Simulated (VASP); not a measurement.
# HC18F in VASP: single point with PBE+D3(BJ)

Aim: the single point of HC18F with PBE+D3(BJ).

Everything below comes from runs of VASP 6.6.1. Logs are shortened: lines on timing, memory, paths and dates and some standing lists are left out, and cuts for length are marked.

## (1) The cell of the first run

The cell holds a slab with vacuum, 20 atoms: a = 7.398 Å, b = 7.398 Å, c = 13.000 Å, α = 90.00°, β = 90.00°, γ = 120.00°.

## (2) Single point, PBE+D3(BJ)

The input, INCAR:

```
PREC = Accurate
ENCUT = 1010
EDIFF = 1E-6
ISMEAR = 0
SIGMA = 0.02
LREAL = Auto
LASPH = T
NELM = 120
ALGO = Normal
ISIF = 2
LWAVE = F
LCHARG = F
GGA = PE
IVDW = 12
NBANDS = 56
GGA_COMPAT = F
NELMDL = -8
```

The input, KPOINTS:

```
regular mesh
0
Gamma
  2 2 1
```

The input, POSCAR:

```
HC18F
1.0
    7.3980000000      0.0000000000      0.0000000000
   -3.6990000000      6.4068560000      0.0000000000
    0.0000000000      0.0000000000     13.0000000000
C F H
18 1 1
Direct
    0.0123004971      0.0016023460      0.0726221538
    0.2333473745      0.1152443570      0.0755390769
    0.0123005349      0.3440314563      0.0726221538
    0.2333474235      0.4514363988      0.0755390769
    0.0140845193      0.6737089143      0.0833436154
    0.2338803183      0.7836068112      0.0847660769
    0.3448634348      0.0066603651      0.0830616923
    0.5659446726      0.1203189209      0.0856970769
    0.3445207179      0.3389270806      0.0737485385
    0.5647964286      0.4490648768      0.0743401538
    0.3448634950      0.6715363979      0.0830616923
    0.5659446926      0.7789591338      0.0856970769
    0.6831622523      0.0082477271      0.1076756154
    0.8937051127      0.1135191738      0.0549093077
    0.6758186213      0.3367364586      0.0781097692
    0.9029934379      0.4507981762      0.0796643077
    0.6758187040      0.6724154562      0.0781097692
    0.9029933673      0.7855285026      0.0796643077
    0.7202110815      0.0267722577      0.2180301538
    0.8528808176      0.0931071340     -0.0285093077
```

Potentials or basis: VASP PAW PBE potentials, release 64 (C_h, F_h, H_h).

The run is started by

```console
> cat potpaw_PBE.64/C_h/POTCAR potpaw_PBE.64/F_h/POTCAR potpaw_PBE.64/H_h/POTCAR > POTCAR
> mpirun -np 1 vasp_std > vasp.out
```

OUTCAR:

```text
PREC = Accurate
   ENCUT = 1010
   EDIFF = 1E-6
   ISMEAR = 0
   LREAL = Auto
   LASPH = T
   NELM = 120
   ISIF = 2
   GGA = PE
   IVDW = 12
   NELMDL = -8
 IVDW          = 12

 ion  position               nearest neighbor table
   1  0.012  0.002  0.073-  18 1.39   2 1.42  14 1.49
   2  0.233  0.115  0.076-   7 1.41   1 1.42   9 1.43
   3  0.012  0.344  0.073-  16 1.39   4 1.42  14 1.49
   4  0.233  0.451  0.076-  11 1.41   3 1.42   9 1.43
   5  0.014  0.674  0.083-   6 1.41  16 1.43  18 1.43
   6  0.234  0.784  0.085-   5 1.41   7 1.43  11 1.43
   7  0.345  0.007  0.083-   2 1.41   8 1.42   6 1.43
   8  0.566  0.120  0.086-  15 1.39   7 1.42  13 1.50
   9  0.345  0.339  0.074-  10 1.41   4 1.43   2 1.43
  10  0.565  0.449  0.074-   9 1.41  17 1.43  15 1.43
  11  0.345  0.672  0.083-   4 1.41  12 1.42   6 1.43
  12  0.566  0.779  0.086-  17 1.39  11 1.42  13 1.50
  13  0.683  0.008  0.108-  19 1.45  12 1.50   8 1.50  14 1.51
  14  0.894  0.114  0.055-  20 1.12   1 1.49   3 1.49  13 1.51
  15  0.676  0.337  0.078-   8 1.39  10 1.43  16 1.46
  16  0.903  0.451  0.080-   3 1.39   5 1.43  15 1.46
  17  0.676  0.672  0.078-  12 1.39  10 1.43  18 1.46
  18  0.903  0.786  0.080-   1 1.39   5 1.43  17 1.46
  19  0.720  0.027  0.218-  13 1.45
  20  0.853  0.093  0.971-  14 1.12

  LATTYP: Found a hexagonal cell.
 ALAT       =     7.3980000000
 C/A-ratio  =     1.7572316842

  Lattice vectors:

 A1 = (   7.3980000000,   0.0000000000,   0.0000000000)
 A2 = (  -3.6990000000,   6.4068560000,   0.0000000000)
 A3 = (   0.0000000000,   0.0000000000,  13.0000000000)

Analysis of symmetry for initial positions (statically):
=====================================================================
 Subroutine PRICEL returns:
 Original cell was already a primitive cell.

 Routine SETGRP: Setting up the symmetry group for a
 hexagonal supercell.

 Subroutine GETGRP returns: Found  2 space group operations
 (whereof  1 operations were pure point group operations)
 out of a pool of 24 trial point group operations.

The static configuration has the point symmetry C_1 .
 The point group associated with its full space group is C_1h.

Analysis of symmetry for dynamics (positions and initial velocities):
=====================================================================
 Subroutine PRICEL returns:
[... 127 lines left out ...]
   NSW    =      0    number of steps for IOM
   IBRION =     -1    ionic relax: 0-MD 1-quasi-New 2-CG
   NFREE  =      0    steps in history (QN), initial steepest desc. (CG)
   ISIF   =      2    stress and relaxation
   ISYM   =      2    0-nonsym 1-usesym 2-fastsym
   POTIM  = 0.5000    time-step for ionic-motion
   TEBEG  =    0.0;   TEEND  =   0.0 temperature during run
   PSTRESS=    0.0 pullay stress
   NELECT =      80.0000    total number of electrons
   NUPDOWN=      -1.0000    fix difference up-down
   EMIN   =  10.00;   EMAX   =-10.00  energy-range for DOS
   EFERMI =   0.00;   METHOD = LEGACY
   ISMEAR =     0;   SIGMA  =   0.02  broadening in eV -4-tet -1-fermi 0-gaus
   EFERMI_NEDOS =   21; number of points for ismear=-14 and -15
   IALGO  =     38    algorithm
   IMIX   =      4    mixing-type and parameters
     AMIX     =   0.40;   BMIX     =  1.00
     AMIX_MAG =   1.60;   BMIX_MAG =  1.00
  volume/ion in A,a.u.               =      30.81       207.91
  Fermi-wavevector in a.u.,A,eV,Ry     =   0.828967  1.566521  9.349739  0.687186
  Thomas-Fermi vector in A             =   1.941434
   LORBIT       =      0    0 simple, 1 ext, 2 COOP (PROOUT), +10 PAW based schemes
   GGA     = PE    functional components
   LHFCALC =     F    Hartree Fock is set to
   AEXX    =    0.0000 exact exchange contribution
   IVDW    =    12    specifies the selected vdW correction
   LEPSILON=     F    determine dielectric tensor
   LRPA    =     F    only Hartree local field effects (RPA)
 non-spin polarized calculation
 Gauss-broadening in eV      SIGMA  =   0.02
  energy-cutoff  :     1010.00
  volume of cell :      616.17
 maximum number of plane-waves:     44914
 NGX is ok and might be reduce to    80
   NGX = 39   NGY = 39   NGZ = 67

 number of electron      80.0000001 magnetization

 Free energy of the ion-electron system (eV)
  ---------------------------------------------------
  ext. energy  EPLUGINS =         0.00000000
  ---------------------------------------------------
  free energy    TOTEN  =      -172.18325040 eV

  energy without entropy =     -172.18325040  energy(sigma->0) =     -172.18325040

 E-fermi :  -1.7856     XC(G=0):  -3.5552

 val. band max:       -1.8849612531   @ k =   0.0000   0.0000   0.0000
 cond. band min:      -1.5241225438   @ k =   0.0000   0.0000   0.0000
 fundamental gap:      0.3608387093
 Fermi energy:        -1.7856462521

 k-point     1 :       0.0000    0.0000    0.0000
  band No.  band energies     occupation
      1     -26.9009      2.00000
      2     -21.2223      2.00000
      3     -18.8025      2.00000
      4     -18.7891      2.00000
      5     -18.7256      2.00000
      6     -18.6972      2.00000
[... 154 lines left out ...]
     51       4.1548      0.00000
     52       4.2041      0.00000
 [bands above 52 left out]

------------------------ aborting loop because EDIFF is reached ----------------------------------------

 Edisp (eV)   -1.69713

 E8    (eV) :    -0.5220

  FORCE on cell =-STRESS in cart. coord.  units (eV):
  Direction    XX          YY          ZZ          XY          YZ          ZX
  --------------------------------------------------------------------------------------
  -------------------------------------------------------------------------------------
  Total       1.90061     1.27216    -0.02507     0.54425     0.00336     0.00582
  in kB       4.94198     3.30789    -0.06518     1.41516     0.00874     0.01514
  external pressure =        2.73 kB  Pullay stress =        0.00 kB

 VOLUME and BASIS-vectors are now :
 -----------------------------------------------------------------------------
  energy-cutoff  :     1010.00
  volume of cell :      616.17
      direct lattice vectors                 reciprocal lattice vectors
     7.398000000  0.000000000  0.000000000     0.135171668  0.078041398  0.000000000
    -3.699000000  6.406856000  0.000000000     0.000000000  0.156082796  0.000000000
     0.000000000  0.000000000 13.000000000     0.000000000  0.000000000  0.076923077

 POSITION                                       TOTAL-FORCE (eV/Angst)
 -----------------------------------------------------------------------------------
      0.08507      0.01027      0.94409         0.004569      0.001019     -0.000785
      1.30002      0.73835      0.98201        -0.002755     -0.001220     -0.000379
     -1.18157      2.20416      0.94409         0.003167      0.003447     -0.000785
      0.05644      2.89229      0.98201        -0.002434     -0.001776     -0.000379
     -2.38785      4.31636      1.08347        -0.000043     -0.000025     -0.000809
     -1.16831      5.02046      1.10196         0.000289      0.000167     -0.004444
[... 12 lines left out ...]
      5.22909      0.17153      2.83439         0.005206      0.003006      0.062746
      5.96521      0.59652     12.62938        -0.004673     -0.002698     -0.014862
 -----------------------------------------------------------------------------------
    total drift:                               -0.000301      0.002736     -0.000149

  FREE ENERGIE OF THE ION-ELECTRON SYSTEM (eV)
  ---------------------------------------------------
  free  energy   TOTEN  =      -173.8803814972 eV

  energy  without entropy=     -173.8803814972  energy(sigma->0) =     -173.88038150
```

stdout:

```text
POSCAR found type information on POSCAR C F H
 POSCAR found :  3 types and      20 ions
 scaLAPACK will be used
 LDA part: xc-table for (Slater+PW92), standard interpolation
 POSCAR, INCAR and KPOINTS ok, starting setup
 FFT: planning ... GRIDC
 FFT: planning ... GRID_SOFT
 FFT: planning ... GRID
 WAVECAR not read
 entering main loop
```

Run time: 15 min. Hardware: 1 thread of Intel Xeon Platinum 8259CL at 2.50GHz (Skylake/Cascade Lake), shared host; peak memory 1.6 GiB.

What came out:

```
Free energy                : -173.8804 eV
Largest force              : 0.063 eV/Å
Band gap on the k mesh     : 0.36 eV
Dispersion energy per atom : -0.085 eV
```

Forces in eV/Å, atoms in the order of the input:
```
C    0.005  0.001 -0.001
C   -0.003 -0.001  0.000
C    0.003  0.003 -0.001
C   -0.002 -0.002  0.000
C    0.000  0.000 -0.001
C    0.000  0.000 -0.004
C   -0.001 -0.001  0.002
C   -0.006  0.000 -0.009
C    0.004  0.002  0.002
C   -0.002 -0.001  0.004
C   -0.001 -0.001  0.002
C   -0.003 -0.006 -0.009
C   -0.009 -0.005 -0.035
C    0.013  0.008  0.006
C    0.001  0.003 -0.005
C   -0.004  0.003  0.002
C    0.003  0.000 -0.005
C    0.000 -0.004  0.002
F    0.005  0.003  0.063
H   -0.005 -0.003 -0.015
```

Caveat: the k points lie up to 0.49 Å⁻¹ apart; there is no dipole correction, which matters where the two faces differ.
